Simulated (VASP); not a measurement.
# HfN (I-4m2) in VASP: notebook

HfN is run at these levels: PBEsol; tasks: single point.

Everything below comes from runs of VASP 6.6.1. Logs are shortened: lines on timing, memory, paths and dates and some standing lists are left out, and cuts for length are marked.

### Step 1. The cell of the first run

It takes space group I-4m2 (No. 119, tetragonal). Conventional cell: a = 3.472 Å, b = 3.472 Å, c = 4.517 Å, α = 90.00°, β = 90.00°, γ = 90.00°. Within 2.7 Å of Hf (site symmetry -4m2) lie 4 N at 2.07 Å. Within 2.7 Å of N (site symmetry -4m2) lie 4 Hf at 2.07 Å.

### Step 2. Single point, PBEsol (strain +0.000 along x and y, -0.080 along z)

Contents of INCAR:

```
SYSTEM = HfN
PREC = Accurate
ENCUT = 520
EDIFF = 1E-6
ISMEAR = 0
SIGMA = 0.15
LREAL = .FALSE.
LASPH = .TRUE.
NELM = 100
ALGO = Normal
ISIF = 2
LWAVE = .FALSE.
LCHARG = .FALSE.
GGA = PS
NBANDS = 14
```

Contents of KPOINTS:

```
Automatic mesh
0
G
  16 16 16
  0 0 0
```

Contents of POSCAR:

```
HfN
1.0
    0.0000000000      2.4548220000      2.2584362400
    2.4548220000      0.0000000000      2.2584362400
    2.4548220000      2.4548220000      0.0000000000
Hf N
1 1
Direct
    0.0000000000      0.0000000000      0.0000000000
    0.7500000000      0.7500000000      0.7500000000
```

Potentials or basis: VASP PAW PBE potentials, release 64 (Hf_pv, N).

Run with:

```bash
cat potpaw_PBE.64/Hf_pv/POTCAR potpaw_PBE.64/N/POTCAR > POTCAR
mpirun -np 1 vasp_std > vasp.out
```

OUTCAR:

```text
SYSTEM = HfN
   PREC = Accurate
   ENCUT = 520
   EDIFF = 1E-6
   ISMEAR = 0
   LREAL = .FALSE.
   LASPH = .TRUE.
   NELM = 100
   ISIF = 2
   GGA = PS

 ion  position               nearest neighbor table
   1  0.000  0.000  0.000-   2 2.07   2 2.07   2 2.07   2 2.07
   2  0.750  0.750  0.750-   1 2.07   1 2.07   1 2.07   1 2.07

  LATTYP: Found a body centered tetragonal cell.
 ALAT       =     3.4716425656
 C/A-ratio  =     1.3010764774

  Lattice vectors:

 A1 = (   0.0000000000,  -2.4548220000,  -2.2584362400)
 A2 = (   0.0000000000,   2.4548220000,  -2.2584362400)
 A3 = (   2.4548220000,   0.0000000000,   2.2584362400)

Analysis of symmetry for initial positions (statically):
=====================================================================
 Subroutine PRICEL returns:
 Original cell was already a primitive cell.

 Routine SETGRP: Setting up the symmetry group for a
 body centered tetragonal supercell.

 Subroutine GETGRP returns: Found  8 space group operations
 (whereof  8 operations were pure point group operations)
 out of a pool of 16 trial point group operations.

The static configuration has the point symmetry D_2d.

Analysis of symmetry for dynamics (positions and initial velocities):
=====================================================================
 Subroutine PRICEL returns:
 Original cell was already a primitive cell.

 Routine SETGRP: Setting up the symmetry group for a
 body centered tetragonal supercell.

 Subroutine GETGRP returns: Found  8 space group operations
 (whereof  8 operations were pure point group operations)
 out of a pool of 16 trial point group operations.

The dynamic configuration has the point symmetry D_2d.

 Subroutine INISYM returns: Found  8 space group operations
 (whereof  8 operations are pure point group operations),
 and found     1 'primitive' translations

----------------------------------------------------------------------------------------

                                     Primitive cell

  volume of cell :      27.2194

  direct lattice vectors                    reciprocal lattice vectors
     0.000000000  2.454822000  2.258436240    -0.203680756  0.203680756  0.221392126
     2.454822000  0.000000000  2.258436240     0.203680756 -0.203680756  0.221392126
     2.454822000  2.454822000  0.000000000     0.203680756  0.203680756 -0.221392126

  length of vectors
     3.335668644  3.335668644  3.471642566     0.363299014  0.363299014  0.363299014

  position of ions in fractional coordinates (direct lattice)
     0.000000000  0.000000000  0.000000000
     0.750000000  0.750000000  0.750000000

  ion indices of the primitive-cell ions
   primitive index   ion index
                 1           1
                 2           2

----------------------------------------------------------------------------------------

 KPOINTS: Automatic mesh

Automatic generation of k-mesh.
 Grid dimensions read from file:
 generate k-points for:   16   16   16

 Generating k-lattice:

  Cartesian coordinates                     Fractional coordinates (reciprocal lattice)
    -0.012730047  0.012730047  0.013837008     0.062500000  0.000000000  0.000000000
     0.012730047 -0.012730047  0.013837008     0.000000000  0.062500000  0.000000000
     0.012730047  0.012730047 -0.013837008     0.000000000  0.000000000  0.062500000

  Length of vectors
     0.022706188  0.022706188  0.022706188

  Shift w.r.t. Gamma in fractional coordinates (k-lattice)
     0.000000000  0.000000000  0.000000000

 Subroutine IBZKPT returns following result:
 ===========================================

 Found    349 irreducible k-points:

 Following reciprocal coordinates:
            Coordinates               Weight
  0.000000  0.000000  0.000000      1.000000
  0.062500  0.000000  0.000000      8.000000
  0.125000  0.000000  0.000000      8.000000
  0.187500 -0.000000  0.000000      8.000000
  0.250000  0.000000  0.000000      8.000000
  0.312500  0.000000  0.000000      8.000000
[... 16 lines left out ...]
 -0.125000  0.062500  0.000000      8.000000
 -0.062500  0.062500  0.000000      4.000000
 [... further k-points ...]
   k-points           NKPTS =    349   k-points in BZ     NKDIM =    349   number of bands    NBANDS=     14
   number of dos      NEDOS =    301   number of ions     NIONS =      2
   total plane-waves  NPLWV =  21952
   dimension x,y,z NGX =    28 NGY =   28 NGZ =   28
   dimension x,y,z NGXF=    56 NGYF=   56 NGZF=   56
   ions per type =               1   1
   NGX,Y,Z   is equivalent  to a cutoff of  13.95, 13.95, 13.41 a.u.
   NGXF,Y,Z  is equivalent  to a cutoff of  27.91, 27.91, 26.82 a.u.
 SYSTEM =  HfN
   PREC   = accura    normal or accurate (medium, high low for compatibility)
   ISTART =      0    job   : 0-new  1-cont  2-samecut
   ICHARG =      2    charge: 1-file 2-atom 10-const
   ISPIN  =      1    spin polarized calculation?
   LNONCOLLINEAR =      F non collinear calculations
   LSORBIT =      F    spin-orbit coupling
   LASPH  =      T    aspherical Exc in radial PAW
   ENCUT  =  520.0 eV  38.22 Ry    6.18 a.u.   6.20  6.20  6.45*2*pi/ulx,y,z
   NELM   =    100;   NELMIN=  2; NELMDL= -5     # of ELM steps
   EDIFF  = 0.1E-05   stopping-criterion for ELM
   LREAL  =      F    real-space projection
   EDIFFG = 0.1E-04   stopping-criterion for IOM
   NSW    =      0    number of steps for IOM
   IBRION =     -1    ionic relax: 0-MD 1-quasi-New 2-CG
   NFREE  =      0    steps in history (QN), initial steepest desc. (CG)
   ISIF   =      2    stress and relaxation
   ISYM   =      2    0-nonsym 1-usesym 2-fastsym
   POTIM  = 0.5000    time-step for ionic-motion
   TEBEG  =    0.0;   TEEND  =   0.0 temperature during run
   PSTRESS=    0.0 pullay stress
   NELECT =      15.0000    total number of electrons
   NUPDOWN=      -1.0000    fix difference up-down
   EMIN   =  10.00;   EMAX   =-10.00  energy-range for DOS
   EFERMI =   0.00;   METHOD = LEGACY
   ISMEAR =     0;   SIGMA  =   0.15  broadening in eV -4-tet -1-fermi 0-gaus
   EFERMI_NEDOS =   21; number of points for ismear=-14 and -15
   IALGO  =     38    algorithm
   IMIX   =      4    mixing-type and parameters
     AMIX     =   0.40;   BMIX     =  1.00
     AMIX_MAG =   1.60;   BMIX_MAG =  1.00
  volume/ion in A,a.u.               =      13.61        91.84
  Fermi-wavevector in a.u.,A,eV,Ry     =   1.342186  2.536363 24.510388  1.801463
  Thomas-Fermi vector in A             =   2.470360
   LORBIT       =      0    0 simple, 1 ext, 2 COOP (PROOUT), +10 PAW based schemes
   GGA     = PS    functional components
   LHFCALC =     F    Hartree Fock is set to
   AEXX    =    0.0000 exact exchange contribution
   IVDW    =     0    specifies the selected vdW correction
   LEPSILON=     F    determine dielectric tensor
   LRPA    =     F    only Hartree local field effects (RPA)
 non-spin polarized calculation
 Gauss-broadening in eV      SIGMA  =   0.15
  energy-cutoff  :      520.00
  volume of cell :       27.22
 maximum number of plane-waves:       760
 NGX is ok and might be reduce to    28
   NGX = 13   NGY = 13   NGZ = 13

 number of electron      14.9999999 magnetization

 Free energy of the ion-electron system (eV)
  ---------------------------------------------------
  ext. energy  EPLUGINS =         0.00000000
  ---------------------------------------------------
  free energy    TOTEN  =       -22.16501350 eV

  energy without entropy =      -22.15859336  energy(sigma->0) =      -22.16180343

 E-fermi :   6.2931     XC(G=0): -11.8033

 val. band max:        6.2864836980   @ k =  -0.0625   0.0000   0.0625
 cond. band min:       6.3168001775   @ k =  -0.3750   0.0625   0.2500
 fundamental gap:      0.0303164795
 Fermi energy:         6.2930537078

 k-point     1 :       0.0000    0.0000    0.0000
  band No.  band energies     occupation
      1     -24.5123      2.00000
      2     -24.5053      2.00000
      3     -24.5053      2.00000
      4     -10.2526      2.00000
      5       0.4000      2.00000
      6       0.4000      2.00000
      7       0.6076      2.00000
      8       5.7099      2.00000
      9       8.0642      0.00000
     10       9.2172      0.00000
     11      12.8631      0.00000
     12      12.8631      0.00000
     13      14.3119      0.00000
     14      18.9486      0.00000

 k-point     2 :       0.0625    0.0000    0.0000
  band No.  band energies     occupation
      1     -24.5357      2.00000
      2     -24.5111      2.00000
      3     -24.5097      2.00000
      4     -10.1945      2.00000
      5       0.3364      2.00000
      6       0.4287      2.00000
      7       0.6120      2.00000
      8       5.9337      1.99930
      9       8.0071      0.00000
     10       9.1154      0.00000
     11      12.8630      0.00000
     12      13.0007      0.00000
     13      14.3034      0.00000
     14      18.9430      0.00000

 k-point     3 :       0.1250    0.0000    0.0000
  band No.  band energies     occupation
      1     -24.6114      2.00000
      2     -24.5225      2.00000
      3     -24.5177      2.00000
      4     -10.0320      2.00000
      5       0.1431      2.00000
      6       0.5068      2.00000
      7       0.6922      2.00000
      8       6.5101      0.04075
      9       7.8897      0.00000
     10       8.8894      0.00000
     11      12.7573      0.00000
     12      13.3283      0.00000
     13      14.3317      0.00000
     14      18.2454      0.00000
[... 324 lines left out ...]
 k-point    23 :      -0.1250    0.0625    0.0000
  band No.  band energies     occupation
      1     -24.6440      2.00000
      2     -24.5455      2.00000
      3     -24.5246      2.00000
      4      -9.9175      2.00000
      5       0.0332      2.00000
      6       0.5444      2.00000
      7       0.8298      2.00000
      8       6.8569      0.00000
      9       7.5840      0.00000
     10       8.7986      0.00000
     11      12.6196      0.00000
     12      13.6641      0.00000
     13      14.3161      0.00000
     14      17.9604      0.00000

 k-point    24 :      -0.0625    0.0625    0.0000
  band No.  band energies     occupation
      1     -24.5639      2.00000
      2     -24.5302      2.00000
      3     -24.5129      2.00000
      4     -10.1033      2.00000
      5       0.1999      2.00000
      6       0.4619      2.00000
      7       0.7223      2.00000
      8       6.2452      1.34799
      9       7.7899      0.00000
     10       9.0034      0.00000
     11      12.8016      0.00000
     12      13.2873      0.00000
     13      14.3145      0.00000
     14      18.8897      0.00000

 [... further k-points ...]
[... 5 lines left out ...]
  --------------------------------------------------------------------------------------
  -------------------------------------------------------------------------------------
  Total        1.4256044      1.4256044      3.1505022      0.0000000      0.0000000      0.0000000
  in kB       83.9134882     83.9134882    185.4438890      0.0000000      0.0000000      0.0000000
  external PRESSURE =     117.7569552 kB  Pullay stress =       0.0000000 kB

 VOLUME and BASIS-vectors are now :
 -----------------------------------------------------------------------------
  energy-cutoff  :      520.00
  volume of cell :       27.22
      direct lattice vectors                 reciprocal lattice vectors
     0.000000000  2.454822000  2.258436240    -0.203680756  0.203680756  0.221392126
     2.454822000  0.000000000  2.258436240     0.203680756 -0.203680756  0.221392126
     2.454822000  2.454822000  0.000000000     0.203680756  0.203680756 -0.221392126

 POSITION                                       TOTAL-FORCE (eV/Angst)
 -----------------------------------------------------------------------------------
      0.00000      0.00000      0.00000        -0.000000     -0.000000     -0.000000
      3.68223      3.68223      3.38765         0.000000      0.000000      0.000000
 -----------------------------------------------------------------------------------
    total drift:                                0.000000      0.000000     -0.000001

  FREE ENERGIE OF THE ION-ELECTRON SYSTEM (eV)
  ---------------------------------------------------
  free  energy   TOTEN  =       -22.1650135001 eV

  energy  without entropy=      -22.1585933576  energy(sigma->0) =      -22.16180343
```

Run time: 1.7 min. Hardware: 1 thread of Intel Xeon Platinum 8375C at 2.90GHz (Ice Lake), shared host; peak memory 0.27 GiB.

What came out:

```yaml
Free_energy: -22.1650 eV
Pressure: 11.8 GPa
```

Levels at points of the mesh, in eV from the Fermi level:
```csv
k point,band 4,band 5,band 6,band 7,band 8,band 9,band 10,band 11,band 12,band 13
"(0.00, 0.00, 0.00)",-16.55,-5.89,-5.89,-5.69,-0.58,1.77,2.92,6.57,6.57,8.02
"(0.50, 0.00, 0.00)",-15.25,-5.92,-5.41,-4.97,1.61,2.98,2.99,4.27,5.77,5.96
"(0.50, 0.50, 0.00)",-14.91,-7.31,-3.84,-3.84,-0.78,2.46,4.40,5.08,5.08,12.24
"(0.50, 0.00, 0.50)",-14.74,-7.47,-3.79,-3.51,-1.38,2.03,4.64,5.06,5.16,10.49
```

Caveat: the cell differs from its parent crystal (strain +0.000 along x and y, -0.080 along z); the PAW data sets were made with another functional, which shifts forces and pressure a little; spin-orbit coupling is left out, which moves the levels of the heavy elements.

[end of part 1 of 2]
